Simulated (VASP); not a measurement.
Wanted: the native input for a VASP 6.6.1 run.

| Property | Result |
| --- | --- |
| Task | single point |
| Functional | PBEsol |
| Potentials or basis | VASP PAW PBE potentials, release 64 (Sn_d) |
| Cutoff | 520 eV |
| k mesh | 20 × 20 × 12 |
| Occupations | gaussian, width 0.15 eV |
| Spin | no spin polarisation |
| Dipole correction | no |
| Further INCAR settings | ALGO = Fast; EDIFF = 1e-06; NBANDS = 21 |

The structure of Sn lies in POSCAR:

```
Sn
1.0
   -1.8723950223      1.8723950223      1.8723950223
    1.8723950223     -1.8723950223      1.8723950223
    3.7447900446      3.7447900446      0.0000000000
Sn
2
Direct
   -0.0267037668     -0.0267037668      0.0000000000
    0.5267037668      0.5267037668      0.5000000000
```

This cell differs from its parent crystal: atoms displaced along a vibrational mode.

One way to write it, as run:

INCAR

```
PREC     = Accurate       # precision mode
ENCUT    = 520            # plane-wave cutoff, eV
EDIFF    = 1E-6           # SCF threshold, eV
ISMEAR   = 0              # smearing method
SIGMA    = 0.15           # smearing width, eV
LREAL    = False          # projectors in reciprocal space
LASPH    = True           # aspherical terms in the spheres
NELM     = 100            # most SCF steps
ALGO     = Fast           # electronic algorithm
ISIF     = 2              # what is computed and relaxed
LWAVE    = False          # write WAVECAR
LCHARG   = True           # write CHGCAR
GGA      = PS             # functional
LELF     = True           # ELF
LVHAR    = True         
NBANDS   = 21             # bands
```

KPOINTS

```
regular mesh
0
Gamma
  20 20 12
```

Potentials or basis: VASP PAW PBE potentials, release 64 (Sn_d).

Command:

```console
$ cat potpaw_PBE.64/Sn_d/POTCAR > POTCAR
$ mpirun -np 1 vasp_std > vasp.out
```

Results of the run:

```yaml
Pressure: -0.2 GPa
Largest_force: 0.065 eV/Å
Band_gap_on_the_k_mesh: zero (bands 14 and 15 overlap by 6.63 eV)
```

Caveat: the cell differs from its parent crystal (atoms displaced along a vibrational mode); the PAW data sets were made with another functional, which shifts forces and pressure a little; spin-orbit coupling is left out, which moves the levels of the heavy elements.

It took 3.3 min on 1 thread of Intel(R) Xeon(R) 6975P-C (Granite Rapids), with other jobs on the host, peak memory 0.7 GiB.
